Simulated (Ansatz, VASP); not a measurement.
## One calculation of Cu, two programs

INCAR

```
PREC     = Accurate       # precision mode
ENCUT    = 520            # plane-wave cutoff, eV
EDIFF    = 1E-6           # SCF threshold, eV
ISMEAR   = 0              # smearing method
SIGMA    = 0.15           # smearing width, eV
LREAL    = F              # projectors in reciprocal space
LASPH    = T              # aspherical terms in the spheres
NELM     = 80             # most SCF steps
ALGO     = Fast           # electronic algorithm
ISIF     = 2              # what is computed and relaxed
LWAVE    = F              # write WAVECAR
LCHARG   = T              # write CHGCAR
GGA      = PS             # functional
LELF     = T              # ELF
LVHAR    = T            
NBANDS   = 12             # bands
```

File KPOINTS:

```
Automatic mesh
0
Gamma
  24 24 24
```

Contents of POSCAR:

```
Cu
1.0
    0.0000000000      2.0289522891      1.4344692684
    2.0289522891      0.0000000000      1.4344692684
    2.0289522891      2.0289522891      0.0000000000
Cu
1
Direct
    0.0000000000      0.0000000000      0.0000000000
```

Input for Ansatz:

```yaml
crystal:
  lattice:
    - [0.0, 2.0289522891, 1.4344692684]
    - [2.0289522891, 0.0, 1.4344692684]
    - [2.0289522891, 2.0289522891, 0.0]
  atoms:
    - { symbol: Cu, position: [0.0, 0.0, 0.0] }
basis:
  ecutwfc: 420
kpoints:
  mp_grid: { grid: [24, 24, 24] }
hamiltonian:
  xc: pbesol
scf:
  occupations: { method: gaussian, width: 0.15 }
output:
  forces: true
  stress: true
  eigenvalues: true
```

Alike in both runs: task single point; functional PBEsol; k mesh 24 × 24 × 24; occupations gaussian, width 0.15 eV; no spin polarisation.

```csv
,VASP,Ansatz
version,VASP 6.6.1,Ansatz 0.2.0
potentials or method,"VASP PAW PBE potentials, release 64 (Cu), cutoff 520 eV","scalar-relativistic, plane waves, PAW"
valence electrons in the cell,11,19
```

Ansatz gave:

* gap on the k mesh at the Fermi level (eV): none
* pressure (GPa): -5.9

Problem. What did VASP give for the same quantities?

Solution. gap on the k mesh at the Fermi level (eV): none; pressure (GPa): -5.3.

VASP's potentials were made for PBE, not for PBEsol. A gap of «none» marks a metal or a gap that the smearing closes. VASP's potentials hold 11 valence electrons a cell and Ansatz's 19, so a difference there can come from the potentials and not from the codes.
